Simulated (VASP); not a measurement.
# MnS (F-43m) in VASP: notebook, part 2 of 2

VASP 6.6.1. The steps go on from the part before.

### 3 Single point, PBEsol, collinear spin, ferromagnetic start (17.00 Å³/atom)

File INCAR:

```
SYSTEM = MnS
PREC     = Accurate       ! precision mode
ENCUT    = 520            ! plane-wave cutoff, eV
EDIFF    = 1E-7           ! SCF threshold, eV
ISMEAR   = 0              ! smearing method
SIGMA    = 0.15           ! smearing width, eV
LREAL    = .False.        ! projectors in reciprocal space
LASPH    = .True.         ! aspherical terms in the spheres
NELM     = 150            ! most SCF steps
ALGO     = Normal         ! electronic algorithm
ISIF     = 2              ! what is computed and relaxed
LWAVE    = .False.        ! write WAVECAR
LCHARG   = .True.         ! write CHGCAR
ISPIN    = 2              ! spin polarisation
MAGMOM   = 2.188 0        ! initial moments
LORBIT   = 11             ! projections on sites
NUPDOWN  = 2.1875         ! fixed moment
LMAXMIX  = 4              ! l up to which the mixer works
GGA      = PS             ! functional
LELF     = .True.         ! ELF
LVHAR    = .True.       
NBANDS   = 20             ! bands
```

File KPOINTS:

```
Automatic mesh
0
Gamma
  16 16 16
  0 0 0
```

File POSCAR:

```
MnS
1.0
    0.0000000000      2.5711303299      2.5711303299
    2.5711303299      0.0000000000      2.5711303299
    2.5711303299      2.5711303299      0.0000000000
Mn S
1 1
Direct
    0.0000000000      0.0000000000      0.0000000000
    0.7500000000      0.7500000000      0.7500000000
```

Potentials or basis: VASP PAW PBE potentials, release 64 (Mn_pv, S).

The run is started by

```console
$ cat potpaw_PBE.64/Mn_pv/POTCAR potpaw_PBE.64/S/POTCAR > POTCAR
$ mpirun -np 1 vasp_std > vasp.out
```

OUTCAR:

```text
SYSTEM = MnS
   PREC = Accurate
   ENCUT = 520
   EDIFF = 1E-7
   ISMEAR = 0
   LREAL = .False.
   LASPH = .True.
   NELM = 150
   ISIF = 2
   ISPIN = 2
   LORBIT = 11
   NUPDOWN = 2.1875
   GGA = PS

 ion  position               nearest neighbor table
   1  0.000  0.000  0.000-   2 2.23   2 2.23   2 2.23   2 2.23
   2  0.750  0.750  0.750-   1 2.23   1 2.23   1 2.23   1 2.23

  LATTYP: Found a face centered cubic cell.
 ALAT       =     5.1422606598

  Lattice vectors:

 A1 = (   0.0000000000,   2.5711303299,   2.5711303299)
 A2 = (   2.5711303299,   0.0000000000,   2.5711303299)
 A3 = (   2.5711303299,   2.5711303299,   0.0000000000)

Analysis of symmetry for initial positions (statically):
=====================================================================
 Subroutine PRICEL returns:
 Original cell was already a primitive cell.

 Routine SETGRP: Setting up the symmetry group for a
 face centered cubic supercell.

 Subroutine GETGRP returns: Found 24 space group operations
 (whereof 24 operations were pure point group operations)
 out of a pool of 48 trial point group operations.

The static configuration has the point symmetry T_d .

Analysis of symmetry for dynamics (positions and initial velocities):
=====================================================================
 Subroutine PRICEL returns:
 Original cell was already a primitive cell.

 Routine SETGRP: Setting up the symmetry group for a
 face centered cubic supercell.

 Subroutine GETGRP returns: Found 24 space group operations
 (whereof 24 operations were pure point group operations)
 out of a pool of 48 trial point group operations.

The dynamic configuration has the point symmetry T_d .

Analysis of structural, dynamic, and magnetic symmetry:
=====================================================================
 Subroutine PRICEL returns:
 Original cell was already a primitive cell.

 Routine SETGRP: Setting up the symmetry group for a
 face centered cubic supercell.

 Subroutine GETGRP returns: Found 24 space group operations
[... 146 lines left out ...]
  ---------------------------------------------------
  free energy    TOTEN  =       -14.59304616 eV

  energy without entropy =      -14.55578044  energy(sigma->0) =      -14.57441330

 E-fermi :   6.4289     XC(G=0): -10.8401

 val. band max:        6.4280156581   @ k =  -0.3750   0.3125   0.0000
 cond. band min:       6.3031950266   @ k =   0.5000   0.2500   0.0000
 fundamental gap:     -0.1248206315
 Fermi energy:         6.3031180513

 spin component 1

 k-point     1 :       0.0000    0.0000    0.0000
  band No.  band energies     occupation
      1     -42.6239      1.00000
      2     -42.6239      1.00000
      3     -42.6239      1.00000
      4      -8.6020      1.00000
      5       1.4393      1.00000
      6       1.4393      1.00000
[... 541 lines left out ...]
     19      20.4246      0.00000
     20      21.4852      0.00000

 [... further k-points ...]

 spin component 2

 k-point     1 :       0.0000    0.0000    0.0000
  band No.  band energies     occupation
      1     -40.4131      1.00000
      2     -40.4131      1.00000
      3     -40.4131      1.00000
      4      -8.5563      1.00000
      5       2.0731      1.00000
      6       2.0731      1.00000
[... 541 lines left out ...]
     19      20.6319      0.00000
     20      21.8231      0.00000

 [... further k-points ...]

------------------------ aborting loop because EDIFF is reached ----------------------------------------

  FORCE on cell =-STRESS in cart. coord.  units (eV):
  Direction    XX          YY          ZZ          XY          YZ          ZX
  --------------------------------------------------------------------------------------
  -------------------------------------------------------------------------------------
  Total       -1.2528830     -1.2528830     -1.2528830     -0.0000000      0.0000000      0.0000000
  in kB      -59.0498557    -59.0498557    -59.0498557     -0.0000000      0.0000000      0.0000000
  external PRESSURE =     -59.0498557 kB  Pullay stress =       0.0000000 kB

 VOLUME and BASIS-vectors are now :
 -----------------------------------------------------------------------------
  energy-cutoff  :      520.00
  volume of cell :       33.99
      direct lattice vectors                 reciprocal lattice vectors
     0.000000000  2.571130330  2.571130330    -0.194466999  0.194466999  0.194466999
     2.571130330  0.000000000  2.571130330     0.194466999 -0.194466999  0.194466999
     2.571130330  2.571130330  0.000000000     0.194466999  0.194466999 -0.194466999

 POSITION                                       TOTAL-FORCE (eV/Angst)
 -----------------------------------------------------------------------------------
      0.00000      0.00000      0.00000         0.000000      0.000000      0.000000
      3.85670      3.85670      3.85670        -0.000000     -0.000000     -0.000000
 -----------------------------------------------------------------------------------
    total drift:                               -0.000000     -0.000000     -0.000000

  FREE ENERGIE OF THE ION-ELECTRON SYSTEM (eV)
  ---------------------------------------------------
  free  energy   TOTEN  =       -14.5930461605 eV

  energy  without entropy=      -14.5557804351  energy(sigma->0) =      -14.57441330

 total charge

# of ion       s       p       d       tot
------------------------------------------
    1        0.317   6.279   5.191  11.787
    2        1.316   2.383   0.000   3.700
--------------------------------------------------
tot          1.633   8.663   5.191  15.487

 magnetization (x)

# of ion       s       p       d       tot
------------------------------------------
    1        0.030   0.029   2.084   2.143
    2        0.000  -0.069   0.000  -0.069
--------------------------------------------------
tot          0.030  -0.039   2.084   2.074
```

OSZICAR:

```text
N       E                     dE             d eps       ncg     rms          rms(c)
DAV:   1     0.159039800111E+03    0.15904E+03   -0.10044E+04 11616   0.985E+02
DAV:   2    -0.782235556431E+01   -0.16686E+03   -0.15830E+03 12124   0.292E+02
DAV:   3    -0.160582709843E+02   -0.82359E+01   -0.81170E+01 13392   0.701E+01
DAV:   4    -0.161597722691E+02   -0.10150E+00   -0.10142E+00 13072   0.802E+00
DAV:   5    -0.161611902871E+02   -0.14180E-02   -0.14180E-02 13380   0.990E-01    0.143E+01
DAV:   6    -0.160824889984E+02    0.78701E-01   -0.12733E+01 12664   0.425E+01    0.133E+01
DAV:   7    -0.146213186933E+02    0.14612E+01   -0.38923E+00 12616   0.275E+01    0.494E+00
DAV:   8    -0.145948150979E+02    0.26504E-01   -0.84780E-02 13340   0.242E+00    0.247E+00
DAV:   9    -0.145937435335E+02    0.10716E-02   -0.13934E-02 15476   0.974E-01    0.403E-01
DAV:  10    -0.145930181749E+02    0.72536E-03   -0.42686E-03 12768   0.745E-01    0.121E-01
DAV:  11    -0.145930320350E+02   -0.13860E-04   -0.27665E-04 13328   0.101E-01    0.984E-02
DAV:  12    -0.145930418048E+02   -0.97698E-05   -0.20265E-05 13360   0.346E-02    0.555E-02
DAV:  13    -0.145930446987E+02   -0.28939E-05   -0.36555E-06 12860   0.208E-02    0.222E-02
DAV:  14    -0.145930460701E+02   -0.13714E-05   -0.14638E-06 13020   0.894E-03    0.425E-03
DAV:  15    -0.145930461605E+02   -0.90417E-07   -0.12516E-07 11952   0.262E-03
   1 F= -.14593046E+02 E0= -.14574413E+02  d E =-.372657E-01  mag=     2.1875
```

It took 6.6 min on 1 thread of Intel Xeon 8259CL, shared host; peak memory 0.28 GiB.

What came out:

```
Free energy                                           : -14.5930 eV
Pressure                                              : -5.9 GPa
Net moment                                            : 2.19 μB per cell
Site moments                                          : Mn +2.14; S -0.07 μB
Valence electrons inside the program's atomic spheres : Mn 11.79; S 3.70
```

Caveat: the cell stands under tension; the PAW data sets were made with another functional, which shifts forces and pressure a little; the total moment is fixed, so each spin has its own Fermi level and the state may be an excited one; a cell with one magnetic atom can't hold antiferromagnetic order, which such compounds often take.

### 4 Single point, PBEsol, collinear spin, ferromagnetic start (18.70 Å³/atom)

This run uses another cell than the first one, of 18.70 Å³/atom.

File INCAR:

```
PREC = Accurate
ENCUT = 520
EDIFF = 1E-6
ISMEAR = 0
SIGMA = 0.15
LREAL = False
LASPH = True
NELM = 150
ALGO = Normal
ISIF = 2
LWAVE = False
LCHARG = False
ISPIN = 2
MAGMOM = 1.75 0
LORBIT = 11
NUPDOWN = 1.75
LMAXMIX = 4
GGA = PS
NBANDS = 20
```

File KPOINTS:

```
regular mesh
0
Gamma
  16 16 16
```

File POSCAR:

```
MnS
1.0
    0.0000000000      2.6540935901      2.6540935901
    2.6540935901      0.0000000000      2.6540935901
    2.6540935901      2.6540935901      0.0000000000
Mn S
1 1
Direct
    0.0000000000      0.0000000000      0.0000000000
    0.7500000000      0.7500000000      0.7500000000
```

The run is started by

```console
$ cat potpaw_PBE.64/Mn_pv/POTCAR potpaw_PBE.64/S/POTCAR > POTCAR
$ mpirun -np 1 vasp_std > vasp.out
```

Wall time 6.4 min (1 thread of Intel Xeon 8259CL, shared host); peak memory 0.29 GiB.

The run converged. Its results:

```yaml
Free_energy: -14.3013 eV
Pressure: -15.7 GPa
Net_moment: 1.75 μB per cell
Site_moments: Mn +1.77; S -0.08 μB
Valence_electrons_inside_the_program's_atomic_spheres: Mn 11.66; S 3.65
```

Caveat: the cell stands under tension; the PAW data sets were made with another functional, which shifts forces and pressure a little; the total moment is fixed, so each spin has its own Fermi level and the state may be an excited one; a cell with one magnetic atom can't hold antiferromagnetic order, which such compounds often take.

### 5 The runs side by side

| fixed moment (μB) | cell | pressure (GPa) | moment (μB) |
| --- | --- | --- | --- |
| 0.4375 | a = 3.636 Å, angles 60.0°, 2 atoms | -14.8 | 0.44 |
| 2.1875 | a = 3.636 Å, angles 60.0°, 2 atoms | -5.9 | 2.19 |
| 1.75 | a = 3.753 Å, angles 60.0°, 2 atoms | -15.7 | 1.75 |

Alike in all rows: task single point; level PBEsol; potentials or basis VASP PAW PBE potentials, release 64 (Mn_pv, S); spin collinear, ferromagnetic start; k mesh 16 × 16 × 16; cutoff (eV) 520; smearing gaussian 0.15 eV.

Caveats: the cell stands under tension; the PAW data sets were made with another functional, which shifts forces and pressure a little; the total moment is fixed, so each spin has its own Fermi level and the state may be an excited one; a cell with one magnetic atom can't hold antiferromagnetic order, which such compounds often take.

Total energies depend on the potentials used, so only differences within one code and one set of settings carry meaning.
